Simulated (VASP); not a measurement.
Here is a VASP 6.6.1 calculation.

The input INCAR:

```
PREC     = Accurate       # precision mode
ENCUT    = 600            # plane-wave cutoff, eV
EDIFF    = 1E-7           # SCF threshold, eV
ISMEAR   = 0              # smearing method
SIGMA    = 0.1            # smearing width, eV
LREAL    = F              # projectors in reciprocal space
LASPH    = T              # aspherical terms in the spheres
NELM     = 150            # most SCF steps
ALGO     = Normal         # electronic algorithm
ISIF     = 3              # what is computed and relaxed
LWAVE    = F              # write WAVECAR
LCHARG   = F              # write CHGCAR
ISPIN    = 2              # spin polarisation
MAGMOM   = 2.5 0          # initial moments
LORBIT   = 11             # projections on sites
LMAXMIX  = 4              # l up to which the mixer works
LDAU     = T              # DFT+U
LDAUTYPE = 2            
LDAUL    = 2 -1           # shell
LDAUU    = 6.2 0          # U, eV
LDAUJ    = 0 0          
LDAUPRINT= 1            
GGA      = PE             # functional
IBRION   = 2              # ionic algorithm
NSW      = 80             # ionic steps
EDIFFG   = -0.01          # ionic threshold
```

Contents of KPOINTS:

```
regular mesh
0
Gamma
  14 14 14
```

File POSCAR:

```
WO
1.0
    2.9278987930      0.0000000000      0.0000000000
    0.0000000000      2.9278987930      0.0000000000
    0.0000000000      0.0000000000      2.9278987930
W O
1 1
Direct
    0.0000000000      0.0000000000      0.0000000000
    0.5000000000      0.5000000000      0.5000000000
```

Potentials or basis: VASP PAW PBE potentials, release 64 (W_sv, O).

Run with:

```bash
$ cat potpaw_PBE.64/W_sv/POTCAR potpaw_PBE.64/O/POTCAR > POTCAR
$ mpirun -np 1 vasp_std > vasp.out
```

(1) What does it give for the net moment?

(2) Estimate the site moments.

(3) What does it give for the relaxed volume?

Results:

(1) 1.21 μB per cell.

(2) W +0.98; O +0.02 μB.

(3) 11.94 Å³/atom.
